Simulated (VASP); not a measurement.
# MgSi3N2 (R-3m) in VASP: further runs

Runs on MgSi3N2. Level: PBE. Tasks: single point, relaxation of cell and atoms.

All numbers are computed with VASP 6.6.1; they aren't measurements. Logs are shortened: lines on timing, memory, paths and dates and some standing lists are left out, and cuts for length are marked.

## 1. The cell of the first run

It takes space group R-3m (No. 166, trigonal). Conventional cell: a = 4.873 Å, b = 4.873 Å, c = 11.821 Å, α = 90.00°, β = 90.00°, γ = 120.00°. Within 3.2 Å of Mg (site symmetry -3m) lie 6 Si at 2.42 Å and 6 N at 2.86 Å. Si (site symmetry 2/m) has 2 Mg at 2.42 Å and 4 Si at 2.44 Å and 6 N at 2.83 to 2.86 Å within 3.2 Å. N (site symmetry 3m) has 9 Si at 2.83 to 2.86 Å and 3 Mg at 2.86 Å and 4 N at 2.90 to 3.00 Å within 3.7 Å.

The cell was generated, and may not be a known phase.

## 2. Single point, PBE

INCAR reads:

```
SYSTEM = MgSi3N2
  PREC = Accurate
  ENCUT = 520
  EDIFF = 1E-7
  ISMEAR = 0
  SIGMA = 0.1
  LREAL = .FALSE.
  LASPH = .TRUE.
  NELM = 100
  ALGO = Normal
  ISIF = 2
  LWAVE = .FALSE.
  LCHARG = .FALSE.
  GGA = PE
  NBANDS = 21
```

KPOINTS reads:

```
Automatic mesh
0
G
  6 6 6
  0 0 0
```

POSCAR reads:

```
MgSi3N2
1.0
    2.4364301200      1.4066735900      3.9402007400
   -2.4364301200      1.4066735900      3.9402007400
    0.0000000000     -2.8133471700      3.9402007400
Mg Si N
1 3 2
Direct
    0.0000000000      0.0000000000      0.0000000000
    0.0000000000      0.5000000000      0.0000000000
    0.5000000000      0.0000000000      0.0000000000
    0.0000000000      0.0000000000      0.5000000000
    0.6225940000      0.6225940000      0.6225940000
    0.3774060000      0.3774060000      0.3774060000
```

Potentials or basis: VASP PAW PBE potentials, release 64 (Mg, Si, N).

On the command line:

```console
$ cat potpaw_PBE.64/Mg/POTCAR potpaw_PBE.64/Si/POTCAR potpaw_PBE.64/N/POTCAR > POTCAR
$ mpirun -np 1 vasp_std > vasp.out
```

OUTCAR:

```text
SYSTEM = MgSi3N2
   PREC = Accurate
   ENCUT = 520
   EDIFF = 1E-7
   ISMEAR = 0
   LREAL = .FALSE.
   LASPH = .TRUE.
   NELM = 100
   ISIF = 2
   GGA = PE

 ion  position               nearest neighbor table
   1  0.000  0.000  0.000-   4 2.42   4 2.42   2 2.42   3 2.42   2 2.42   3 2.42
   2  0.000  0.500  0.000-   1 2.42   1 2.42   3 2.44   3 2.44   4 2.44   4 2.44
   3  0.500  0.000  0.000-   1 2.42   1 2.42   2 2.44   2 2.44   4 2.44   4 2.44
   4  0.000  0.000  0.500-   1 2.42   1 2.42   2 2.44   3 2.44   2 2.44   3 2.44
   5  0.623  0.623  0.623-
   6  0.377  0.377  0.377-

  LATTYP: Found a trigonal (rhomboedric) cell.
 ALAT       =     4.8414981349
 COS(alpha) =     0.4935012505

  Lattice vectors:

 A1 = (   2.4364301200,   1.4066735900,   3.9402007400)
 A2 = (  -2.4364301200,   1.4066735900,   3.9402007400)
 A3 = (   0.0000000000,  -2.8133471700,   3.9402007400)

Analysis of symmetry for initial positions (statically):
=====================================================================
 Subroutine PRICEL returns:
 Original cell was already a primitive cell.

 Routine SETGRP: Setting up the symmetry group for a
 trigonal (rhombohedral) supercell.

 Subroutine GETGRP returns: Found 12 space group operations
 (whereof 12 operations were pure point group operations)
 out of a pool of 12 trial point group operations.

The static configuration has the point symmetry D_3d.

Analysis of symmetry for dynamics (positions and initial velocities):
=====================================================================
 Subroutine PRICEL returns:
 Original cell was already a primitive cell.

 Routine SETGRP: Setting up the symmetry group for a
 trigonal (rhombohedral) supercell.

 Subroutine GETGRP returns: Found 12 space group operations
 (whereof 12 operations were pure point group operations)
 out of a pool of 12 trial point group operations.

The dynamic configuration has the point symmetry D_3d.

 Subroutine INISYM returns: Found 12 space group operations
 (whereof 12 operations are pure point group operations),
 and found     1 'primitive' translations

----------------------------------------------------------------------------------------

                                     Primitive cell

  volume of cell :      81.0246

  direct lattice vectors                    reciprocal lattice vectors
     2.436430120  1.406673590  3.940200740     0.205218281  0.118482829  0.084598059
    -2.436430120  1.406673590  3.940200740    -0.205218281  0.118482829  0.084598059
     0.000000000 -2.813347170  3.940200740     0.000000000 -0.236965659  0.084598059

  length of vectors
     4.841498135  4.841498135  4.841498133     0.251613901  0.251613901  0.251613901

  position of ions in fractional coordinates (direct lattice)
     0.000000000  0.000000000  0.000000000
     0.000000000  0.500000000  0.000000000
     0.500000000  0.000000000  0.000000000
     0.000000000  0.000000000  0.500000000
     0.622594000  0.622594000  0.622594000
     0.377406000  0.377406000  0.377406000

  ion indices of the primitive-cell ions
   primitive index   ion index
                 1           1
                 2           2
                 3           3
                 4           4
                 5           5
                 6           6

----------------------------------------------------------------------------------------

 KPOINTS: Automatic mesh

Automatic generation of k-mesh.
 Grid dimensions read from file:
 generate k-points for:    6    6    6

 Generating k-lattice:

  Cartesian coordinates                     Fractional coordinates (reciprocal lattice)
     0.034203047  0.019747138  0.014099676     0.166666667 -0.000000000  0.000000000
    -0.034203047  0.019747138  0.014099676    -0.000000000  0.166666667  0.000000000
     0.000000000 -0.039494276  0.014099676    -0.000000000 -0.000000000  0.166666667

  Length of vectors
     0.041935650  0.041935650  0.041935650

  Shift w.r.t. Gamma in fractional coordinates (k-lattice)
     0.000000000  0.000000000  0.000000000

 Subroutine IBZKPT returns following result:
 ===========================================

 Found     32 irreducible k-points:

 Following reciprocal coordinates:
            Coordinates               Weight
  0.000000  0.000000  0.000000      1.000000
  0.166667 -0.000000  0.000000      6.000000
  0.333333  0.000000  0.000000      6.000000
  0.500000  0.000000  0.000000      3.000000
  0.166667  0.166667  0.000000      6.000000
  0.333333  0.166667  0.000000     12.000000
[... 16 lines left out ...]
  0.500000  0.500000  0.166667      6.000000
 -0.333333  0.500000  0.166667     12.000000
 [... further k-points ...]
   k-points           NKPTS =     32   k-points in BZ     NKDIM =     32   number of bands    NBANDS=     21
   number of dos      NEDOS =    301   number of ions     NIONS =      6
   total plane-waves  NPLWV =  46656
   dimension x,y,z NGX =    36 NGY =   36 NGZ =   36
   dimension x,y,z NGXF=    72 NGYF=   72 NGZF=   72
   ions per type =               1   3   2
   NGX,Y,Z   is equivalent  to a cutoff of  12.36, 12.36, 12.36 a.u.
   NGXF,Y,Z  is equivalent  to a cutoff of  24.72, 24.72, 24.72 a.u.
 SYSTEM =  MgSi3N2
   PREC   = accura    normal or accurate (medium, high low for compatibility)
   ISTART =      0    job   : 0-new  1-cont  2-samecut
   ICHARG =      2    charge: 1-file 2-atom 10-const
   ISPIN  =      1    spin polarized calculation?
   LNONCOLLINEAR =      F non collinear calculations
   LSORBIT =      F    spin-orbit coupling
   LASPH  =      T    aspherical Exc in radial PAW
   ENCUT  =  520.0 eV  38.22 Ry    6.18 a.u.   9.00  9.00  9.00*2*pi/ulx,y,z
   NELM   =    100;   NELMIN=  2; NELMDL= -5     # of ELM steps
   EDIFF  = 0.1E-06   stopping-criterion for ELM
   LREAL  =      F    real-space projection
   EDIFFG = 0.1E-05   stopping-criterion for IOM
   NSW    =      0    number of steps for IOM
   IBRION =     -1    ionic relax: 0-MD 1-quasi-New 2-CG
   NFREE  =      0    steps in history (QN), initial steepest desc. (CG)
   ISIF   =      2    stress and relaxation
   ISYM   =      2    0-nonsym 1-usesym 2-fastsym
   POTIM  = 0.5000    time-step for ionic-motion
   TEBEG  =    0.0;   TEEND  =   0.0 temperature during run
   PSTRESS=    0.0 pullay stress
   NELECT =      24.0000    total number of electrons
   NUPDOWN=      -1.0000    fix difference up-down
   EMIN   =  10.00;   EMAX   =-10.00  energy-range for DOS
   EFERMI =   0.00;   METHOD = LEGACY
   ISMEAR =     0;   SIGMA  =   0.10  broadening in eV -4-tet -1-fermi 0-gaus
   EFERMI_NEDOS =   21; number of points for ismear=-14 and -15
   IALGO  =     38    algorithm
   IMIX   =      4    mixing-type and parameters
     AMIX     =   0.40;   BMIX     =  1.00
     AMIX_MAG =   1.60;   BMIX_MAG =  1.00
  volume/ion in A,a.u.               =      13.50        91.13
  Fermi-wavevector in a.u.,A,eV,Ry     =   1.091289  2.062236 16.203325  1.190911
  Thomas-Fermi vector in A             =   2.227531
   LORBIT       =      0    0 simple, 1 ext, 2 COOP (PROOUT), +10 PAW based schemes
   GGA     = PE    functional components
   LHFCALC =     F    Hartree Fock is set to
   AEXX    =    0.0000 exact exchange contribution
   IVDW    =     0    specifies the selected vdW correction
   LEPSILON=     F    determine dielectric tensor
   LRPA    =     F    only Hartree local field effects (RPA)
 non-spin polarized calculation
 Gauss-broadening in eV      SIGMA  =   0.10
  energy-cutoff  :      520.00
  volume of cell :       81.02
 maximum number of plane-waves:      2208
   NGX = 17   NGY = 17   NGZ = 17

 number of electron      24.0000000 magnetization

 Free energy of the ion-electron system (eV)
  ---------------------------------------------------
  ext. energy  EPLUGINS =         0.00000000
  ---------------------------------------------------
  free energy    TOTEN  =       -23.48087417 eV

  energy without entropy =      -23.47057250  energy(sigma->0) =      -23.47572334

 E-fermi :   6.4098     XC(G=0): -10.6553

 val. band max:        6.3791359576   @ k =   0.5000   0.5000   0.0000
 cond. band min:       6.4426862882   @ k =   0.5000   0.5000   0.1667
 fundamental gap:      0.0635503305
 Fermi energy:         6.4097664710

 k-point     1 :       0.0000    0.0000    0.0000
  band No.  band energies     occupation
      1      -8.1537      2.00000
      2      -5.4646      2.00000
      3      -3.7695      2.00000
      4       0.0542      2.00000
      5       1.9662      2.00000
      6       1.9662      2.00000
[... 13 lines left out ...]
     20      15.3953      0.00000
     21      15.6557      0.00000

 k-point     2 :       0.1667   -0.0000    0.0000
  band No.  band energies     occupation
      1      -7.9728      2.00000
      2      -5.5570      2.00000
      3      -3.8878      2.00000
      4      -0.8621      2.00000
      5       1.3855      2.00000
      6       1.6456      2.00000
[... 13 lines left out ...]
     20      13.8579      0.00000
     21      14.7540      0.00000

 k-point     3 :       0.3333    0.0000    0.0000
  band No.  band energies     occupation
      1      -7.4840      2.00000
      2      -5.8424      2.00000
      3      -4.2171      2.00000
      4      -1.9350      2.00000
      5       0.9530      2.00000
      6       1.7983      2.00000
[... 13 lines left out ...]
     20      12.5430      0.00000
     21      13.6891      0.00000
[... 457 lines left out ...]
 k-point    23 :       0.5000    0.5000    0.1667
  band No.  band energies     occupation
      1      -6.7400      2.00000
      2      -6.1991      2.00000
      3      -4.6074      2.00000
      4      -2.6319      2.00000
      5      -0.1128      2.00000
      6       1.3285      2.00000
[... 13 lines left out ...]
     20      12.0167      0.00000
     21      14.3310      0.00000

 k-point    24 :      -0.3333    0.5000    0.1667
  band No.  band energies     occupation
      1      -6.4744      2.00000
      2      -6.3703      2.00000
      3      -4.3907      2.00000
      4      -3.3867      2.00000
      5       0.1841      2.00000
      6       1.5564      2.00000
[... 13 lines left out ...]
     20      12.5607      0.00000
     21      13.7391      0.00000

 [... further k-points ...]
[... 5 lines left out ...]
  --------------------------------------------------------------------------------------
  -------------------------------------------------------------------------------------
  Total        0.8711143      0.8711143      7.7613811      0.0000000      0.0000000      0.0000000
  in kB       17.2253809     17.2253809    153.4732536      0.0000000      0.0000001      0.0000000
  external PRESSURE =      62.6413385 kB  Pullay stress =       0.0000000 kB

 VOLUME and BASIS-vectors are now :
 -----------------------------------------------------------------------------
  energy-cutoff  :      520.00
  volume of cell :       81.02
      direct lattice vectors                 reciprocal lattice vectors
     2.436430120  1.406673590  3.940200740     0.205218281  0.118482829  0.084598059
    -2.436430120  1.406673590  3.940200740    -0.205218281  0.118482829  0.084598059
     0.000000000 -2.813347170  3.940200740     0.000000000 -0.236965659  0.084598059

 POSITION                                       TOTAL-FORCE (eV/Angst)
 -----------------------------------------------------------------------------------
      0.00000      0.00000      0.00000        -0.000000      0.000000     -0.000000
     -1.21822      0.70334      1.97010         0.000000      0.000000     -0.000000
      1.21822      0.70334      1.97010         0.000000      0.000000     -0.000000
      0.00000     -1.40667      1.97010         0.000000      0.000000     -0.000000
      0.00000      0.00000      7.35944        -0.000000      0.000000      0.428779
      0.00000      0.00000      4.46117        -0.000000     -0.000000     -0.428779
 -----------------------------------------------------------------------------------
    total drift:                               -0.000000      0.000000     -0.000000

  FREE ENERGIE OF THE ION-ELECTRON SYSTEM (eV)
  ---------------------------------------------------
  free  energy   TOTEN  =       -23.4808741728 eV

  energy  without entropy=      -23.4705724994  energy(sigma->0) =      -23.47572334
```

Run time: 22 s. Hardware: 1 thread of Intel Xeon 6975P-C (Granite Rapids), shared host; peak memory 0.23 GiB.

What came out:

```yaml
Free_energy: -23.4809 eV
Pressure: 6.3 GPa
Largest_force: 0.429 eV/Å
Band_gap_on_the_k_mesh: zero (bands 12 and 13 overlap by 0.75 eV)
```

Forces in eV/Å, atoms in the order of the input:
```
Mg   0.000  0.000  0.000
Si   0.000  0.000  0.000
Si   0.000  0.000  0.000
Si   0.000  0.000  0.000
N    0.000  0.000  0.429
N    0.000  0.000 -0.429
```

Stress tensor (GPa, compression positive):
```
 1.72  0.00  0.00
 0.00  1.72  0.00
 0.00  0.00 15.35
```

Levels at points of the mesh, in eV from the Fermi level:
| k point | band 8 | band 9 | band 10 | band 11 | band 12 | band 13 | band 14 | band 15 | band 16 | band 17 |
| --- | --- | --- | --- | --- | --- | --- | --- | --- | --- | --- |
| (0.00, 0.00, 0.00) | -3.96 | -3.95 | -2.64 | -2.14 | -2.14 | 0.21 | 0.21 | 1.40 | 2.00 | 2.12 |
| (0.50, 0.00, 0.00) | -3.35 | -3.14 | -1.81 | -0.66 | 0.29 | 0.62 | 0.85 | 0.99 | 2.53 | 3.56 |
| (0.50, 0.50, 0.00) | -1.97 | -0.72 | -0.66 | -0.24 | -0.03 | 0.64 | 1.15 | 1.42 | 1.81 | 2.15 |
| (0.50, 0.50, 0.50) | -4.57 | -3.37 | -1.53 | -0.60 | -0.60 | 0.41 | 0.44 | 0.44 | 3.17 | 3.17 |

Caveat: the stress differs along the axes, from 2 to 15 GPa.

## 3. Single point, PBE

This run uses another cell than the first one, of 15.87 Å³/atom.

INCAR reads:

```
SYSTEM = MgSi3N2
PREC     = Accurate       ! precision mode
ENCUT    = 520            ! plane-wave cutoff, eV
EDIFF    = 1E-7           ! SCF threshold, eV
ISMEAR   = 0              ! smearing method
SIGMA    = 0.1            ! smearing width, eV
LREAL    = .False.        ! projectors in reciprocal space
LASPH    = .True.         ! aspherical terms in the spheres
NELM     = 100            ! most SCF steps
ALGO     = Normal         ! electronic algorithm
ISIF     = 2              ! what is computed and relaxed
LWAVE    = .False.        ! write WAVECAR
LCHARG   = .False.        ! write CHGCAR
GGA      = PE             ! functional
NBANDS   = 21             ! bands
```

KPOINTS reads:

```
Automatic mesh
0
Gamma
  6 6 6
  0 0 0
```

POSCAR reads:

```
MgSi3N2
1.0
    2.3687738834      1.3676122413      4.8997899823
   -2.3687738834      1.3676122413      4.8997899823
    0.0000000000     -2.7352244764      4.8997899840
Mg Si N
1 3 2
Direct
    0.0000000000      0.0000000000      0.0000000000
    0.0000000000      0.5000000000      0.0000000000
    0.5000000000      0.0000000000      0.0000000000
    0.0000000000      0.0000000000      0.5000000000
    0.7443992478      0.7443992478      0.7443992478
    0.2556007522      0.2556007522      0.2556007522
```

Potentials or basis: VASP PAW PBE potentials, release 64 (Mg, Si, N).

On the command line:

```console
$ cat potpaw_PBE.64/Mg/POTCAR potpaw_PBE.64/Si/POTCAR potpaw_PBE.64/N/POTCAR > POTCAR
$ mpirun -np 1 vasp_std > vasp.out
```

Run time: 43 s. Hardware: 1 thread of Intel Xeon 6975P-C (Granite Rapids), shared host; peak memory 0.27 GiB.

Results (log left out):

```yaml
Free_energy: -30.9638 eV
Pressure: -0.1 GPa
Largest_force: 0.030 eV/Å
Band_gap_on_the_k_mesh: zero (bands 12 and 13 overlap by 0.86 eV)
```

Forces on the atoms (eV/Å):
```
Mg   0.000  0.000  0.000
Si   0.000  0.000  0.000
Si   0.000  0.000  0.000
Si   0.000  0.000  0.000
N    0.000  0.000 -0.030
N    0.000  0.000  0.030
```

Levels at points of the mesh, in eV from the Fermi level:
| k point | band 10 | band 11 | band 12 | band 13 | band 14 | band 15 |
| --- | --- | --- | --- | --- | --- | --- |
| (0.00, 0.00, 0.00) | -2.35 | -1.92 | -1.92 | 0.81 | 0.81 | 1.73 |
| (0.50, 0.00, 0.00) | -1.57 | -0.61 | 0.21 | 0.44 | 0.84 | 2.99 |
| (0.50, 0.50, 0.00) | -2.16 | -0.67 | 0.34 | 0.42 | 1.29 | 2.20 |
| (0.50, 0.50, 0.50) | -2.14 | -1.55 | -1.55 | 1.31 | 1.31 | 1.94 |

## 4. Relaxation of cell and atoms, PBE

INCAR reads:

```
SYSTEM = MgSi3N2
PREC = Accurate
ENCUT = 600
EDIFF = 1E-6
ISMEAR = 0
SIGMA = 0.1
LREAL = .FALSE.
LASPH = .TRUE.
NELM = 60
ALGO = Normal
ISIF = 3
LWAVE = .FALSE.
LCHARG = .FALSE.
GGA = PE
IBRION = 2
NSW = 90
EDIFFG = -0.04
```

KPOINTS reads:

```
regular mesh
0
G
  6 6 6
  0 0 0
```

POSCAR reads:

```
MgSi3N2
1.0
    2.4364301200      1.4066735900      3.9402007400
   -2.4364301200      1.4066735900      3.9402007400
    0.0000000000     -2.8133471700      3.9402007400
Mg Si N
1 3 2
Direct
    0.0000000000      0.0000000000      0.0000000000
    0.0000000000      0.5000000000      0.0000000000
    0.5000000000      0.0000000000      0.0000000000
    0.0000000000      0.0000000000      0.5000000000
    0.6225940000      0.6225940000      0.6225940000
    0.3774060000      0.3774060000      0.3774060000
```

On the command line:

```console
$ cat potpaw_PBE.64/Mg/POTCAR potpaw_PBE.64/Si/POTCAR potpaw_PBE.64/N/POTCAR > POTCAR
$ mpirun -np 1 vasp_std > vasp.out
```

Run time: 14 min. Hardware: 1 thread of Intel Xeon 6975P-C (Granite Rapids), shared host; peak memory 0.29 GiB.

It converged, with:

```
Free energy                           : -28.7753 eV
Relaxed volume                        : 20.27 Å³/atom
Relaxed cell                          : a = 5.498 Å, b = 5.498 Å, c = 5.498 Å, α = 61.55°, β = 61.55°, γ = 61.55°
Space group after relaxing (to 0.1 Å) : R-3m (No. 166)
Pressure after relaxing               : 0.3 GPa
Largest force after relaxing          : 0.025 eV/Å
Band gap on the k mesh                : zero (bands 12 and 13 overlap by 0.78 eV)
```

Forces in eV/Å, atoms in the order of the input:
```
Mg   0.000  0.000  0.000
Si   0.000  0.000  0.000
Si   0.000  0.000  0.000
Si   0.000  0.000  0.000
N    0.000  0.000 -0.025
N    0.000  0.000  0.025
```

Stress tensor (GPa, compression positive):
```
0.31 0.00 0.00
0.00 0.31 0.00
0.00 0.00 0.23
```

Final structure:
```
Mg Si N
1.0
     2.81326    1.62424    4.43604
    -2.81326    1.62424    4.43604
     0.00000   -3.24847    4.43604
Mg Si N
1 3 2
Direct
  0.00000 0.00000 0.00000
  0.00000 0.50000 0.00000
  0.50000 0.00000 0.00000
  0.00000 0.00000 0.50000
  0.54281 0.54281 0.54281
  0.45719 0.45719 0.45719
```

Levels at points of the mesh, in eV from the Fermi level:
| k point | band 9 | band 10 | band 11 | band 12 | band 13 | band 14 | band 15 | band 16 |
| --- | --- | --- | --- | --- | --- | --- | --- | --- |
| (0.00, 0.00, 0.00) | -4.38 | -1.50 | -0.50 | -0.50 | 0.76 | 0.76 | 0.82 | 1.02 |
| (0.50, 0.00, 0.00) | -2.40 | -1.48 | -1.46 | -0.87 | 0.76 | 1.21 | 2.13 | 2.51 |
| (0.50, 0.50, 0.00) | -3.16 | -1.90 | -1.15 | 0.52 | 1.02 | 1.39 | 1.87 | 2.36 |
| (0.50, 0.50, 0.50) | -4.96 | -3.02 | -0.18 | -0.18 | 1.28 | 1.28 | 1.47 | 1.47 |

Caveat: the volume moved by over 15 % at a fixed basis, so the end points are rough.

(Part 1 of 2 ends here.)

The gap in the log of VASP goes by the Fermi energy; the results here count the filled bands.